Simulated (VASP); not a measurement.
# Au (P6_3/mmc) in VASP: notebook

Aim: see how the results for Au move with the level of theory and the settings. Levels: PBE, LDA, r2SCAN. Tasks: electric field gradients.

All numbers are computed with VASP 6.6.1; they aren't measurements. Logs are shortened: lines on timing, memory, paths and dates and some standing lists are left out, and cuts for length are marked.

**1. The cell of the first run**

Symmetry: P6_3/mmc, No. 194, hexagonal system. The conventional cell has a = 2.900 Å, b = 2.900 Å, c = 4.880 Å, α = 90.00°, β = 90.00°, γ = 120.00°. Au (site symmetry -6m2) has 12 Au at 2.90 to 2.96 Å within 3.8 Å.

**2. Electric field gradients, PBE**

The input, INCAR:

```
SYSTEM = Au
ALGO = Normal
EDIFF = 1E-8
ENCUT = 400
GGA = PE
GGA_COMPAT = .FALSE.
ISIF = 2
ISMEAR = -1
LASPH = .TRUE.
LCHARG = .FALSE.
LEFG = .TRUE.
LREAL = .FALSE.
LWAVE = .FALSE.
NBANDS = 26
NELM = 120
PREC = Accurate
SIGMA = 0.03
```

The input, KPOINTS:

```
k-points
0
G
  14 14 8
  0 0 0
```

The input, POSCAR:

```
Au
1.0
    2.8999984104      0.0000000000      0.0000000000
   -1.4499992052      2.5114722944      0.0000000000
    0.0000000000      0.0000000000      4.8800000000
Au
2
Direct
    0.3333333333      0.6666666667      0.7500000000
    0.6666666667      0.3333333333      0.2500000000
```

Potentials or basis: VASP PAW PBE potentials, release 64 (Au_sv_GW).

Launch:

```console
> cat potpaw_PBE.64/Au_sv_GW/POTCAR > POTCAR
> mpirun -np 1 vasp_std > vasp.out
```

OUTCAR:

```text
SYSTEM = Au
   EDIFF = 1E-8
   ENCUT = 400
   GGA = PE
   ISIF = 2
   ISMEAR = -1
   LASPH = .TRUE.
   LREAL = .FALSE.
   NELM = 120
   PREC = Accurate

 ion  position               nearest neighbor table
   1  0.333  0.667  0.750-   2 2.96   2 2.96   2 2.96   2 2.96   2 2.96   2 2.96
   2  0.667  0.333  0.250-   1 2.96   1 2.96   1 2.96   1 2.96   1 2.96   1 2.96

  LATTYP: Found a hexagonal cell.
 ALAT       =     2.8999984104
 C/A-ratio  =     1.6827595431

  Lattice vectors:

 A1 = (   2.8999984104,   0.0000000000,   0.0000000000)
 A2 = (  -1.4499992052,   2.5114722944,   0.0000000000)
 A3 = (   0.0000000000,   0.0000000000,   4.8800000000)

Analysis of symmetry for initial positions (statically):
=====================================================================
 Subroutine PRICEL returns:
 Original cell was already a primitive cell.

 Routine SETGRP: Setting up the symmetry group for a
 hexagonal supercell.

 Subroutine GETGRP returns: Found 24 space group operations
 (whereof 12 operations were pure point group operations)
 out of a pool of 24 trial point group operations.

The static configuration has the point symmetry D_3d.
 The point group associated with its full space group is D_6h.

Analysis of symmetry for dynamics (positions and initial velocities):
=====================================================================
 Subroutine PRICEL returns:
 Original cell was already a primitive cell.

 Routine SETGRP: Setting up the symmetry group for a
 hexagonal supercell.

 Subroutine GETGRP returns: Found 24 space group operations
 (whereof 12 operations were pure point group operations)
 out of a pool of 24 trial point group operations.

The dynamic configuration has the point symmetry D_3d.
 The point group associated with its full space group is D_6h.

 Subroutine INISYM returns: Found 24 space group operations
 (whereof 12 operations are pure point group operations),
 and found     1 'primitive' translations

----------------------------------------------------------------------------------------

                                     Primitive cell

  volume of cell :      35.5423

  direct lattice vectors                    reciprocal lattice vectors
     2.899998410  0.000000000  0.000000000     0.344827775  0.199086409  0.000000000
    -1.449999205  2.511472294  0.000000000     0.000000000  0.398172818  0.000000000
     0.000000000  0.000000000  4.880000000     0.000000000  0.000000000  0.204918033

  length of vectors
     2.899998410  2.899998410  4.880000000     0.398172818  0.398172818  0.204918033

  position of ions in fractional coordinates (direct lattice)
     0.333333333  0.666666667  0.750000000
     0.666666667  0.333333333  0.250000000

  ion indices of the primitive-cell ions
   primitive index   ion index
                 1           1
                 2           2

----------------------------------------------------------------------------------------

 KPOINTS: k-points

Automatic generation of k-mesh.
 Grid dimensions read from file:
 generate k-points for:   14   14    8

 Generating k-lattice:

  Cartesian coordinates                     Fractional coordinates (reciprocal lattice)
     0.024630555  0.014220458  0.000000000     0.071428571  0.000000000  0.000000000
     0.000000000  0.028440916  0.000000000     0.000000000  0.071428571  0.000000000
     0.000000000  0.000000000  0.025614754     0.000000000  0.000000000  0.125000000

  Length of vectors
     0.028440916  0.028440916  0.025614754

  Shift w.r.t. Gamma in fractional coordinates (k-lattice)
     0.000000000  0.000000000  0.000000000

 Subroutine IBZKPT returns following result:
 ===========================================

 Found    120 irreducible k-points:

 Following reciprocal coordinates:
            Coordinates               Weight
  0.000000  0.000000  0.000000      1.000000
  0.071429 -0.000000  0.000000      6.000000
  0.142857  0.000000  0.000000      6.000000
  0.214286 -0.000000  0.000000      6.000000
  0.285714  0.000000  0.000000      6.000000
  0.357143  0.000000  0.000000      6.000000
[... 16 lines left out ...]
  0.285714  0.285714  0.000000      6.000000
  0.357143  0.285714  0.000000      6.000000
 [... further k-points ...]
   k-points           NKPTS =    120   k-points in BZ     NKDIM =    120   number of bands    NBANDS=     26
   number of dos      NEDOS =    301   number of ions     NIONS =      2
   total plane-waves  NPLWV =  12800
   dimension x,y,z NGX =    20 NGY =   20 NGZ =   32
   dimension x,y,z NGXF=    40 NGYF=   40 NGZF=   64
   ions per type =               2
   NGX,Y,Z   is equivalent  to a cutoff of  11.47, 11.47, 10.90 a.u.
   NGXF,Y,Z  is equivalent  to a cutoff of  22.93, 22.93, 21.80 a.u.
 SYSTEM =  Au
   PREC   = accura    normal or accurate (medium, high low for compatibility)
   ISTART =      0    job   : 0-new  1-cont  2-samecut
   ICHARG =      2    charge: 1-file 2-atom 10-const
   ISPIN  =      1    spin polarized calculation?
   LNONCOLLINEAR =      F non collinear calculations
   LSORBIT =      F    spin-orbit coupling
   LASPH  =      T    aspherical Exc in radial PAW
   ENCUT  =  400.0 eV  29.40 Ry    5.42 a.u.   4.73  4.73  7.96*2*pi/ulx,y,z
   NELM   =    120;   NELMIN=  2; NELMDL= -5     # of ELM steps
   EDIFF  = 0.1E-07   stopping-criterion for ELM
   LREAL  =      F    real-space projection
   EDIFFG = 0.1E-06   stopping-criterion for IOM
   NSW    =      0    number of steps for IOM
   IBRION =     -1    ionic relax: 0-MD 1-quasi-New 2-CG
   NFREE  =      0    steps in history (QN), initial steepest desc. (CG)
   ISIF   =      2    stress and relaxation
   ISYM   =      2    0-nonsym 1-usesym 2-fastsym
   POTIM  = 0.5000    time-step for ionic-motion
   TEBEG  =    0.0;   TEEND  =   0.0 temperature during run
   PSTRESS=    0.0 pullay stress
   NELECT =      38.0000    total number of electrons
   NUPDOWN=      -1.0000    fix difference up-down
   EMIN   =  10.00;   EMAX   =-10.00  energy-range for DOS
   EFERMI =   0.00;   METHOD = LEGACY
   ISMEAR =    -1;   SIGMA  =   0.03  broadening in eV -4-tet -1-fermi 0-gaus
   EFERMI_NEDOS =   21; number of points for ismear=-14 and -15
   IALGO  =     38    algorithm
   IMIX   =      4    mixing-type and parameters
     AMIX     =   0.40;   BMIX     =  1.00
     AMIX_MAG =   1.60;   BMIX_MAG =  1.00
  volume/ion in A,a.u.               =      17.77       119.93
  Fermi-wavevector in a.u.,A,eV,Ry     =   1.673995  3.163391 38.127031  2.802258
  Thomas-Fermi vector in A             =   2.758868
   LORBIT       =      0    0 simple, 1 ext, 2 COOP (PROOUT), +10 PAW based schemes
   GGA     = PE    functional components
   LHFCALC =     F    Hartree Fock is set to
   AEXX    =    0.0000 exact exchange contribution
   IVDW    =     0    specifies the selected vdW correction
   LEPSILON=     F    determine dielectric tensor
   LRPA    =     F    only Hartree local field effects (RPA)
 non-spin polarized calculation
  energy-cutoff  :      400.00
  volume of cell :       35.54
 maximum number of plane-waves:       658
 NGX is ok and might be reduce to    20
   NGX =  9   NGY =  9   NGZ = 15

 number of electron      38.0000020 magnetization

 Free energy of the ion-electron system (eV)
  ---------------------------------------------------
  ext. energy  EPLUGINS =         0.00000000
  ---------------------------------------------------
  free energy    TOTEN  =        -5.15278239 eV

  energy without entropy =       -5.14890053  energy(sigma->0) =       -5.15084146

 E-fermi :   8.1601     XC(G=0): -13.0234

 val. band max:        8.1467511778   @ k =   0.3571   0.1429   0.2500
 cond. band min:       8.1795297832   @ k =   0.2857   0.2143   0.2500
 fundamental gap:      0.0327786054
 Fermi energy:         8.1601127761

 k-point     1 :       0.0000    0.0000    0.0000
  band No.  band energies     occupation
      1     -97.3583      2.00000
      2     -97.3501      2.00000
      3     -48.7701      2.00000
      4     -48.6298      2.00000
      5     -48.6298      2.00000
      6     -48.6068      2.00000
[... 18 lines left out ...]
     25      26.3283      0.00000
     26      26.3283      0.00000
[... 644 lines left out ...]
      4     -48.7320      2.00000
      5     -48.7248      2.00000
      6     -48.6993      2.00000
[... 18 lines left out ...]
     25      19.0314      0.00000
     26      19.2502      0.00000

 [... further k-points ...]

------------------------ aborting loop because EDIFF is reached ----------------------------------------

  FORCE on cell =-STRESS in cart. coord.  units (eV):
  Direction    XX          YY          ZZ          XY          YZ          ZX
  --------------------------------------------------------------------------------------
  -------------------------------------------------------------------------------------
  Total       -0.3872585     -0.3872585     -0.5553414     -0.0000000      0.0000000      0.0000000
  in kB      -17.4568392    -17.4568392    -25.0336762     -0.0000000      0.0000000      0.0000000
  external PRESSURE =     -19.9824515 kB  Pullay stress =       0.0000000 kB

 VOLUME and BASIS-vectors are now :
 -----------------------------------------------------------------------------
  energy-cutoff  :      400.00
  volume of cell :       35.54
      direct lattice vectors                 reciprocal lattice vectors
     2.899998410  0.000000000  0.000000000     0.344827775  0.199086409  0.000000000
    -1.449999205  2.511472294  0.000000000     0.000000000  0.398172818  0.000000000
     0.000000000  0.000000000  4.880000000     0.000000000  0.000000000  0.204918033

 POSITION                                       TOTAL-FORCE (eV/Angst)
 -----------------------------------------------------------------------------------
     -0.00000      1.67431      3.66000         0.000000     -0.000000      0.000000
      1.45000      0.83716      1.22000         0.000000      0.000000      0.000000
 -----------------------------------------------------------------------------------
    total drift:                               -0.000000      0.000000     -0.000000

  FREE ENERGIE OF THE ION-ELECTRON SYSTEM (eV)
  ---------------------------------------------------
  free  energy   TOTEN  =        -5.1527823899 eV

  energy  without entropy=       -5.1489005326  energy(sigma->0) =       -5.15084146

 Electric field gradients (V/A^2)
---------------------------------------------------------------------
 ion       V_xx      V_yy      V_zz      V_xy      V_xz      V_yz
---------------------------------------------------------------------
   1      -7.814    -7.811    15.626     0.002     0.000    -0.000
   2      -7.814    -7.811    15.626     0.002    -0.000     0.000
---------------------------------------------------------------------

 Electric field gradients after diagonalization (V/A^2)
 (convention: |V_zz| > |V_xx| > |V_yy|)
----------------------------------------------------------------------
 ion       V_xx      V_yy      V_zz     asymmetry (V_yy - V_xx)/ V_zz
----------------------------------------------------------------------
   1      -7.816    -7.810    15.626       0.000
   2      -7.816    -7.810    15.626       0.000
----------------------------------------------------------------------

           NMR quadrupolar parameters

 Cq : quadrupolar parameter    Cq=e*Q*V_zz/h
 eta: asymmetry parameters     (V_yy - V_xx)/ V_zz
 Q  : nuclear electric quadrupole moment in mb (millibarn)
----------------------------------------------------------------------
 ion       Cq(MHz)       eta       Q (mb)
----------------------------------------------------------------------
   1       0.038       0.000       1.000
   2       0.038       0.000       1.000
----------------------------------------------------------------------
```

It took 1.7 min on 1 thread of AMD EPYC 7R43 (Zen 3), shared host; peak memory 0.15 GiB.

What came out:

- Free energy: -5.1528 eV
- Pressure: -2.0 GPa
- Band gap on the k mesh: zero (band 19 reaches 11.95 eV, above the bottom of band 20 at 5.57 eV)

Levels at points of the mesh, in eV from the Fermi level:
| k point | band 17 | band 18 | band 19 | band 20 | band 21 | band 22 |
| --- | --- | --- | --- | --- | --- | --- |
| (0.00, 0.00, 0.00) | -3.43 | -2.17 | -2.17 | -0.94 | 2.46 | 14.64 |
| (0.50, 0.00, 0.00) | -1.86 | -1.70 | 0.38 | 1.50 | 5.67 | 7.08 |
| (0.00, 0.00, 0.50) | -2.59 | -2.59 | -2.59 | -2.59 | 10.35 | 10.35 |
| (0.50, 0.00, 0.50) | -1.76 | -1.76 | 0.57 | 0.57 | 3.78 | 3.78 |

Electric field gradients, principal values (V/Å²):
```tsv
atom	least	middle	greatest (by size)
1 Au	-7.810	-7.816	15.626
2 Au	-7.810	-7.816	15.626
```

Caveat: without QUAD_EFG the Cq values of the log hold for a quadrupole moment of 1 mb, not for the nuclei; spin-orbit coupling is left out, which moves the levels of the heavy elements.

[end of part 1 of 3]
